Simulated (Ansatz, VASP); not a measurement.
Two plane-wave programs on As

```
As
1.0
    -2.97100    2.60398    1.36597
     2.60398   -2.97100    1.36597
     2.92295    2.92295   -2.03817
As
2
Cartesian
  2.4878 -2.8548 1.3660
  0.0004 2.5555 0.3469
```

Alike in both runs: task single point; functional LDA; k mesh 16 × 16 × 10; occupations fermi-dirac, width 0.1 eV; no spin polarisation.

|  | VASP | Ansatz |
| --- | --- | --- |
| version | VASP 6.6.1 | Ansatz 0.2.0 |
| potentials or method | VASP PAW LDA potentials, release 64 (As), cutoff 520 eV | plane waves (420 eV) with PAW, scalar-relativistic |
| valence electrons in the cell | 10 | 30 |

|  | VASP | Ansatz | Ansatz less VASP |
| --- | --- | --- | --- |
| pressure (GPa) | 0.5 | 0.0 | -0.45 |
| traceless stress, the component that is largest in VASP (GPa) | 0.40 | 0.56 | +0.155 |

Ansatz warns that its potentials were made for another functional, while VASP's fit it. LDA's correlation is that of Perdew and Zunger in VASP and of Perdew and Wang (1992) in Ansatz. VASP's potentials hold 10 valence electrons a cell and Ansatz's 30, so a difference there can come from the potentials and not from the codes.
